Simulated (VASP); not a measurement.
# TaN (P-6m2) in VASP: a series of runs

Runs on TaN. Level: PBEsol. Tasks: single point.

All numbers are computed with VASP 6.6.1; they aren't measurements. Logs are shortened: lines on timing, memory, paths and dates and some standing lists are left out, and cuts for length are marked.

## Step 1: The cell of the first run

Symmetry: P-6m2, No. 187, hexagonal system. Conventional cell: a = 2.977 Å, b = 2.977 Å, c = 2.808 Å, α = 90.00°, β = 90.00°, γ = 120.00°. Within 2.9 Å of Ta (site symmetry -6m2) lie 6 N at 2.22 Å and 2 Ta at 2.81 Å. Within 2.9 Å of N (site symmetry -6m2) lie 6 Ta at 2.22 Å and 2 N at 2.81 Å.

## Step 2: Single point, PBEsol

Input file INCAR:

```
SYSTEM = TaN
ALGO = Normal
EDIFF = 1E-6
ENCUT = 520
GGA = PS
ISIF = 2
ISMEAR = -1
LASPH = .TRUE.
LCHARG = .FALSE.
LREAL = .FALSE.
LWAVE = .FALSE.
NBANDS = 15
NELM = 60
PREC = Accurate
SIGMA = 0.05
```

Input file KPOINTS:

```
k-points
0
G
  13 13 12
  0 0 0
```

Input file POSCAR:

```
TaN
1.0
    2.9771733333      0.0000000000      0.0000000000
   -1.4885866667      2.5783081067      0.0000000000
    0.0000000000      0.0000000000      2.8076307133
Ta N
1 1
Direct
    0.3333333333      0.6666666667      0.5000000000
    0.0000000000      0.0000000000      0.0000000000
```

Potentials or basis: VASP PAW PBE potentials, release 64 (Ta_pv, N).

On the command line:

```sh
> cat potpaw_PBE.64/Ta_pv/POTCAR potpaw_PBE.64/N/POTCAR > POTCAR
> mpirun -np 1 vasp_std > vasp.out
```

OUTCAR:

```text
SYSTEM = TaN
   EDIFF = 1E-6
   ENCUT = 520
   GGA = PS
   ISIF = 2
   ISMEAR = -1
   LASPH = .TRUE.
   LREAL = .FALSE.
   NELM = 60
   PREC = Accurate

 ion  position               nearest neighbor table
   1  0.333  0.667  0.500-   2 2.22   2 2.22   2 2.22   2 2.22   2 2.22   2 2.22
   2  0.000  0.000  0.000-   1 2.22   1 2.22   1 2.22   1 2.22   1 2.22   1 2.22

  LATTYP: Found a hexagonal cell.
 ALAT       =     2.9771733333
 C/A-ratio  =     0.9430524860

  Lattice vectors:

 A1 = (   2.9771733333,   0.0000000000,   0.0000000000)
 A2 = (  -1.4885866667,   2.5783081067,   0.0000000000)
 A3 = (   0.0000000000,   0.0000000000,   2.8076307133)

Analysis of symmetry for initial positions (statically):
=====================================================================
 Subroutine PRICEL returns:
 Original cell was already a primitive cell.

 Routine SETGRP: Setting up the symmetry group for a
 hexagonal supercell.

 Subroutine GETGRP returns: Found 12 space group operations
 (whereof 12 operations were pure point group operations)
 out of a pool of 24 trial point group operations.

The static configuration has the point symmetry D_3h.

Analysis of symmetry for dynamics (positions and initial velocities):
=====================================================================
 Subroutine PRICEL returns:
 Original cell was already a primitive cell.

 Routine SETGRP: Setting up the symmetry group for a
 hexagonal supercell.

 Subroutine GETGRP returns: Found 12 space group operations
 (whereof 12 operations were pure point group operations)
 out of a pool of 24 trial point group operations.

The dynamic configuration has the point symmetry D_3h.

 Subroutine INISYM returns: Found 12 space group operations
 (whereof 12 operations are pure point group operations),
 and found     1 'primitive' translations

----------------------------------------------------------------------------------------

                                     Primitive cell

  volume of cell :      21.5516

  direct lattice vectors                    reciprocal lattice vectors
     2.977173333  0.000000000  0.000000000     0.335889076  0.193925621  0.000000000
    -1.488586667  2.578308107  0.000000000     0.000000000  0.387851241  0.000000000
     0.000000000  0.000000000  2.807630713     0.000000000  0.000000000  0.356172197

  length of vectors
     2.977173333  2.977173653  2.807630713     0.387851283  0.387851241  0.356172197

  position of ions in fractional coordinates (direct lattice)
     0.333333333  0.666666667  0.500000000
[... 84 lines left out ...]
   ISIF   =      2    stress and relaxation
   ISYM   =      2    0-nonsym 1-usesym 2-fastsym
   POTIM  = 0.5000    time-step for ionic-motion
   TEBEG  =    0.0;   TEEND  =   0.0 temperature during run
   PSTRESS=    0.0 pullay stress
   NELECT =      16.0000    total number of electrons
   NUPDOWN=      -1.0000    fix difference up-down
   EMIN   =  10.00;   EMAX   =-10.00  energy-range for DOS
   EFERMI =   0.00;   METHOD = LEGACY
   ISMEAR =    -1;   SIGMA  =   0.05  broadening in eV -4-tet -1-fermi 0-gaus
   EFERMI_NEDOS =   21; number of points for ismear=-14 and -15
   IALGO  =     38    algorithm
   IMIX   =      4    mixing-type and parameters
     AMIX     =   0.40;   BMIX     =  1.00
     AMIX_MAG =   1.60;   BMIX_MAG =  1.00
  volume/ion in A,a.u.               =      10.78        72.72
  Fermi-wavevector in a.u.,A,eV,Ry     =   1.482365  2.801264 29.897528  2.197406
  Thomas-Fermi vector in A             =   2.596160
   LORBIT       =      0    0 simple, 1 ext, 2 COOP (PROOUT), +10 PAW based schemes
   GGA     = PS    functional components
   LHFCALC =     F    Hartree Fock is set to
   AEXX    =    0.0000 exact exchange contribution
   IVDW    =     0    specifies the selected vdW correction
   LEPSILON=     F    determine dielectric tensor
   LRPA    =     F    only Hartree local field effects (RPA)
 non-spin polarized calculation
  energy-cutoff  :      520.00
  volume of cell :       21.55
 maximum number of plane-waves:       599
 NGX is ok and might be reduce to    24
   NGX = 11   NGY = 11   NGZ = 11

 number of electron      16.0000000 magnetization

 Free energy of the ion-electron system (eV)
  ---------------------------------------------------
  ext. energy  EPLUGINS =         0.00000000
  ---------------------------------------------------
  free energy    TOTEN  =       -23.75737322 eV

  energy without entropy =      -23.75684202  energy(sigma->0) =      -23.75710762

 E-fermi :   8.0985     XC(G=0): -13.4978

 val. band max:        8.0569879696   @ k =   0.0000   0.0000   0.4167
 cond. band min:       8.2351366103   @ k =   0.0769   0.0000   0.4167
 fundamental gap:      0.1781486408
 Fermi energy:         8.0985045100

 k-point     1 :       0.0000    0.0000    0.0000
  band No.  band energies     occupation
      1     -26.5618      2.00000
      2     -26.4591      2.00000
      3     -26.4591      2.00000
      4      -9.6782      2.00000
      5       3.2293      2.00000
      6       3.2293      2.00000
      7       3.9492      2.00000
      8       5.4533      2.00000
      9      10.0107      0.00000
     10      11.9202      0.00000
     11      11.9202      0.00000
     12      12.1839      0.00000
     13      12.1839      0.00000
     14      21.1852      0.00000
[... 401 lines left out ...]
      2     -26.6112      2.00000
      3     -26.4983      2.00000
      4      -9.0889      2.00000
      5       2.1876      2.00000
      6       3.6029      2.00000
      7       3.7705      2.00000
      8       5.4159      2.00000
      9      10.7269      0.00000
     10      10.8293      0.00000
     11      11.6916      0.00000
     12      12.9523      0.00000
     13      13.0619      0.00000
     14      21.0091      0.00000
     15      21.5307      0.00000

 [... further k-points ...]
[... 5 lines left out ...]
  --------------------------------------------------------------------------------------
  -------------------------------------------------------------------------------------
  Total       -1.5082680     -1.5082685      1.9615704      0.0000000     -0.0000000      0.0000000
  in kB     -112.1269970   -112.1270291    145.8261992      0.0000000     -0.0000000      0.0000000
  external PRESSURE =     -26.1426090 kB  Pullay stress =       0.0000000 kB

 VOLUME and BASIS-vectors are now :
 -----------------------------------------------------------------------------
  energy-cutoff  :      520.00
  volume of cell :       21.55
      direct lattice vectors                 reciprocal lattice vectors
     2.977173333  0.000000000  0.000000000     0.335889076  0.193925621  0.000000000
    -1.488586667  2.578308107  0.000000000     0.000000000  0.387851241  0.000000000
     0.000000000  0.000000000  2.807630713     0.000000000  0.000000000  0.356172197

 POSITION                                       TOTAL-FORCE (eV/Angst)
 -----------------------------------------------------------------------------------
     -0.00000      1.71887      1.40382         0.000000      0.000000      0.000000
      0.00000      0.00000      0.00000        -0.000000      0.000000      0.000000
 -----------------------------------------------------------------------------------
    total drift:                                0.000000      0.000006     -0.000000

  FREE ENERGIE OF THE ION-ELECTRON SYSTEM (eV)
  ---------------------------------------------------
  free  energy   TOTEN  =       -23.7573732248 eV

  energy  without entropy=      -23.7568420201  energy(sigma->0) =      -23.75710762
```

OSZICAR:

```text
N       E                     dE             d eps       ncg     rms          rms(c)
DAV:   1     0.885121650947E+02    0.88512E+02   -0.87389E+03  4410   0.113E+03
DAV:   2    -0.233197023473E+02   -0.11183E+03   -0.10536E+03  5299   0.304E+02
DAV:   3    -0.260780285218E+02   -0.27583E+01   -0.27445E+01  5054   0.447E+01
DAV:   4    -0.260894974300E+02   -0.11469E-01   -0.11466E-01  5768   0.311E+00
DAV:   5    -0.260895652168E+02   -0.67787E-04   -0.67783E-04  5124   0.223E-01    0.240E+01
DAV:   6    -0.238629204054E+02    0.22266E+01   -0.34977E+00  5622   0.224E+01    0.103E+01
DAV:   7    -0.237923980297E+02    0.70522E-01   -0.48933E-01  5082   0.569E+00    0.700E+00
DAV:   8    -0.237645853517E+02    0.27813E-01   -0.15410E-01  5327   0.323E+00    0.150E+00
DAV:   9    -0.237575015027E+02    0.70838E-02   -0.15217E-02  4991   0.100E+00    0.192E-01
DAV:  10    -0.237574407494E+02    0.60753E-04   -0.98431E-04  5488   0.367E-01    0.101E-01
DAV:  11    -0.237573726013E+02    0.68148E-04   -0.94039E-05  5166   0.101E-01    0.100E-02
DAV:  12    -0.237573732228E+02   -0.62154E-06   -0.10645E-05  4837   0.293E-02    0.464E-03
DAV:  13    -0.237573732248E+02   -0.20243E-08   -0.25082E-08  2422   0.162E-03
   1 F= -.23757373E+02 E0= -.23757108E+02  d E =-.531205E-03
```

stdout:

```text
POSCAR found type information on POSCAR TaN
 POSCAR found :  2 types and       2 ions
 scaLAPACK will be used
 -----------------------------------------------------------------------------
|                                                                             |
|                                                                             |
|     You enforced a specific xc type in the INCAR file but a different       |
|     I HOPE YOU KNOW WHAT YOU ARE DOING!                                     |
|                                                                             |
 -----------------------------------------------------------------------------

 LDA part: xc-table for (Slater+PW92), standard interpolation
 POSCAR, INCAR and KPOINTS ok, starting setup
 FFT: planning ... GRIDC
 FFT: planning ... GRID_SOFT
 FFT: planning ... GRID
 WAVECAR not read
 entering main loop
```

Wall time 15 s (1 thread of Intel Xeon 6975P-C (Granite Rapids), shared host); peak memory 0.17 GiB.

Results:

```yaml
Free_energy: -23.7574 eV
Pressure: -2.6 GPa
Band_gap_on_the_k_mesh: zero (band 8 reaches 8.25 eV, above the bottom of band 9 at 8.04 eV)
```

Levels at points of the mesh, in eV from the Fermi level:
```
           k point  band 5  band 6  band 7  band 8  band 9  band 10  band 11  band 12
(0.00, 0.00, 0.00)   -4.87   -4.87   -4.15   -2.65    1.91     3.82     3.82     4.09
(0.00, 0.00, 0.50)   -9.35   -4.06   -4.06   -0.06   -0.06     2.99     3.03     3.03
```

Caveat: the PAW data sets were made with another functional, which shifts forces and pressure a little; spin-orbit coupling is left out, which moves the levels of the heavy elements.

## Step 3: Single point, PBEsol

Input file INCAR:

```
SYSTEM = TaN
ALGO     = Normal         ! electronic algorithm
EDIFF    = 1E-6           ! SCF threshold, eV
ENCUT    = 520            ! plane-wave cutoff, eV
GGA      = PS             ! functional
ISIF     = 2              ! what is computed and relaxed
ISMEAR   = -1             ! smearing method
LASPH    = .TRUE.         ! aspherical terms in the spheres
LCHARG   = .FALSE.        ! write CHGCAR
LREAL    = .FALSE.        ! projectors in reciprocal space
LWAVE    = .FALSE.        ! write WAVECAR
NBANDS   = 15             ! bands
NELM     = 60             ! most SCF steps
PREC     = Accurate       ! precision mode
SIGMA    = 0.05           ! smearing width, eV
```

KPOINTS is that of step 2.

Input file POSCAR:

```
TaN
1.0
    2.9967600000      0.0000000000      0.0000000000
   -1.4983800000      2.5952706600      0.0000000000
    0.0000000000      0.0000000000      2.7710495963
Ta N
1 1
Direct
    0.3333333333      0.6666666667      0.5000000000
    0.0000000000      0.0000000000      0.0000000000
```

Potentials or basis: VASP PAW PBE potentials, release 64 (Ta_pv, N).

On the command line:

```sh
> cat potpaw_PBE.64/Ta_pv/POTCAR potpaw_PBE.64/N/POTCAR > POTCAR
> mpirun -np 1 vasp_std > vasp.out
```

It took 15 s on 1 thread of Intel Xeon 6975P-C (Granite Rapids), shared host; peak memory 0.16 GiB.

Results (log left out):

- Free energy: -23.7003 eV
- Pressure: -1.6 GPa
- Band gap on the k mesh: zero (band 8 reaches 8.22 eV, above the bottom of band 9 at 8.06 eV)

Stress tensor (GPa, compression positive):
```
-14.57   0.00   0.00
  0.00 -14.57   0.00
  0.00   0.00  24.36
```

Levels at points of the mesh, in eV from the Fermi level:
```tsv
k point	band 6	band 7	band 8	band 9	band 10	band 11
(0.00, 0.00, 0.00)	-5.04	-4.16	-2.52	1.76	3.91	3.91
(0.00, 0.00, 0.50)	-4.22	-4.22	-0.05	-0.05	2.87	2.87
```

Caveat: the PAW data sets were made with another functional, which shifts forces and pressure a little; spin-orbit coupling is left out, which moves the levels of the heavy elements.
